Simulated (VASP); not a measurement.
**GaP: single point with PBE**

Crystal: GaP.

```xyz
4
Lattice="1.9628 1.1332 6.3764 -1.9628 1.1332 6.3764 0.0000 -2.2665 6.3764" Properties=species:S:1:pos:R:3 pbc="T T T"
Ga    0.0000    0.0000    8.3245
Ga    0.0000    0.0000   10.8049
P     0.0000    0.0000    1.1044
P     0.0000    0.0000   18.0250
```

```yaml
Program: VASP 6.6.1
Task: single point
Functional: PBE
Potentials_or_basis: VASP PAW PBE potentials, release 64 (Ga_d, P)
Cutoff: 520 eV
k_mesh: 3 × 3 × 3
Occupations: gaussian, width 0.02 eV
Spin: no spin polarisation
```

The pressure is 0.0 GPa. The largest force is 0.041 eV/Å. The band gap on the k mesh is 0.92 eV (least direct gap 0.97 eV).

Forces in eV/Å, atoms in the order of the input:
```
Ga   0.000  0.000  0.003
Ga   0.000  0.000 -0.003
P    0.000  0.000 -0.041
P    0.000  0.000  0.041
```

Stress tensor (GPa, compression positive):
```
 0.02  0.00  0.00
 0.00  0.02  0.00
 0.00  0.00 -0.08
```

Levels at points of the mesh, in eV from the valence-band top:
```tsv
k point	band 14	band 15	band 16	band 17	band 18	band 19	band 20	band 21	band 22	band 23
(0.00, 0.00, 0.00)	-1.82	-1.82	-0.16	0.00	0.00	0.97	1.50	2.80	3.58	3.58
```

Wall time 49 s on 1 thread of Intel(R) Xeon(R) Platinum 8259CL CPU @ 2.50GHz (Skylake/Cascade Lake), with other jobs on the host, peak memory 0.33 GiB.

Caveat: the k points lie up to 0.63 Å⁻¹ apart; an odd mesh through Γ misses points on the zone boundary, where band edges can lie.
